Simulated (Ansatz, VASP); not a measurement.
**Two plane-wave programs on Sb**

The input INCAR:

```
  ALGO = Normal
  EDIFF = 1E-7
  ENCUT = 520
  GGA = RE
  ISIF = 2
  ISMEAR = -1
  LASPH = True
  LCHARG = False
  LREAL = False
  LWAVE = False
  NBANDS = 14
  NELM = 100
  PREC = Accurate
  SIGMA = 0.1
```

The input KPOINTS:

```
k-points
0
Gamma
  8 8 11
```

POSCAR

```
Sb
1.0
    5.3913153526      0.0000000000      0.0000000000
   -2.6956576763      4.6690160552      0.0000000000
    0.0000000000      0.0000000000      3.2145572076
Sb
3
Direct
    0.0000000000      1.0000000000      0.0000000000
    0.3333333333      0.6666666667      0.5000000000
    0.6666666667      0.3333333333      0.5000000000
```

Input for Ansatz:

```yaml
crystal:
  lattice:
    - [5.3913153526, 0.0, 0.0]
    - [-2.6956576763, 4.6690160552, 0.0]
    - [0.0, 0.0, 3.2145572076]
  atoms:
    - { symbol: Sb, position: [0.0, 1.0, 0.0] }
    - { symbol: Sb, position: [0.3333333333, 0.6666666667, 0.5] }
    - { symbol: Sb, position: [0.6666666667, 0.3333333333, 0.5] }
hamiltonian:
  xc: revpbe
  pseudopotentials:
    kind: paw
    azcp:
      Sb: "pseudopotentials/Sb.paw.azcp"
basis:
  ecutwfc: 420
  fft_grid_basis: typed
kpoints:
  mp_grid: { grid: [8, 8, 11], shift: [0, 0, 0] }
magnetization:
  spin_polarized: false
scf:
  occupations: { method: fermi_dirac, width: 0.1 }
  lower_state_search: "off"
output:
  stress: true
```

Alike in both runs: task single point; functional revPBE; k mesh 8 × 8 × 11; occupations fermi-dirac, width 0.1 eV; no spin polarisation.

```csv
,VASP,Ansatz
version,VASP 6.6.1,Ansatz 0.2.0
potentials or method,"VASP PAW PBE potentials, release 64 (Sb), cutoff 520 eV","plane waves (420 eV) with PAW, scalar-relativistic"
valence electrons in the cell,15,45
```

VASP gave:

* pressure (GPa): 2.1
* traceless stress, the component that is largest in VASP (GPa): -1.29

Estimate Ansatz's values.

pressure (GPa): 2.3; traceless stress, the component that is largest in VASP (GPa): -1.29.

VASP's potentials were made for PBE, not for revPBE. VASP's potentials hold 15 valence electrons a cell and Ansatz's 45, so a difference there can come from the potentials and not from the codes.

Spin-orbit coupling is off throughout.
